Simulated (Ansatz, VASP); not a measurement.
## One calculation of MgH2, two programs

The input INCAR:

```
ALGO = Normal
EDIFF = 1E-7
EDIFFG = -0.04
ENCUT = 600
GGA = PE
IBRION = 2
ISIF = 3
ISMEAR = 0
LASPH = T
LCHARG = F
LREAL = F
LWAVE = F
NELM = 80
NSW = 90
PREC = Accurate
SIGMA = 0.1
```

KPOINTS

```
k-points
0
Gamma
  6 6 6
```

File POSCAR:

```
MgH2
1.0
   -1.7712488900      1.7712488900      4.9643291800
    1.7712488900     -1.7712488900      4.9643291800
    1.7712488900      1.7712488900     -4.9643291800
Mg H
2 4
Direct
    0.0000000000      0.0000000000      0.0000000000
    0.7500000000      0.2500000000      0.5000000000
    0.8026239900      0.8026239900      0.0000000000
    0.9473760100      0.4473760100      0.5000000000
    0.5526239900      0.0526239900      0.5000000000
    0.1973760100      0.1973760100      0.0000000000
```

Input for Ansatz:

```yaml
crystal:
  lattice:
    - [-1.77124889, 1.77124889, 4.96432918]
    - [1.77124889, -1.77124889, 4.96432918]
    - [1.77124889, 1.77124889, -4.96432918]
  atoms:
    - { symbol: Mg, position: [0.0, 0.0, 0.0] }
    - { symbol: Mg, position: [0.75, 0.25, 0.5] }
    - { symbol: H, position: [0.80262399, 0.80262399, 0.0] }
    - { symbol: H, position: [0.94737601, 0.44737601, 0.5] }
    - { symbol: H, position: [0.55262399, 0.05262399, 0.5] }
    - { symbol: H, position: [0.19737601, 0.19737601, 0.0] }
basis:
  ecutwfc: 420
kpoints:
  mp_grid: { grid: [6, 6, 6] }
hamiltonian:
  xc: pbe
scf:
  occupations: { method: gaussian, width: 0.1 }
  lower_state_search: "off"
output:
  forces: true
  stress: true
  eigenvalues: true
relax:
  adjacent_minimum: "off"
  f_tol: 0.04
  max_steps: 70
  cell: { stress_tol: 0.4 }
```

Alike in both runs: task relaxation of cell and atoms; functional PBE; k mesh 6 × 6 × 6; occupations gaussian, width 0.1 eV; no spin polarisation.

```csv
,VASP,Ansatz
version,VASP 6.6.1,Ansatz 0.2.0
potentials or method,"VASP PAW PBE potentials, release 64 (Mg, H), cutoff 600 eV","scalar-relativistic, plane waves, PAW"
valence electrons in the cell,8,24
```

VASP gave:

* gap on the k mesh at the Fermi level, each at its own relaxed structure (eV): 3.53
* relaxed volume (Å³/atom): 11.43
* relaxed cell length with the largest relative difference (Å): 5.443

**Question.** Estimate Ansatz's values.

**Answer.** gap on the k mesh at the Fermi level, each at its own relaxed structure (eV): 3.54; relaxed volume (Å³/atom): 11.43; relaxed cell length with the largest relative difference (Å): 5.444.

VASP's potentials hold 8 valence electrons a cell and Ansatz's 24, so a difference there can come from the potentials and not from the codes.
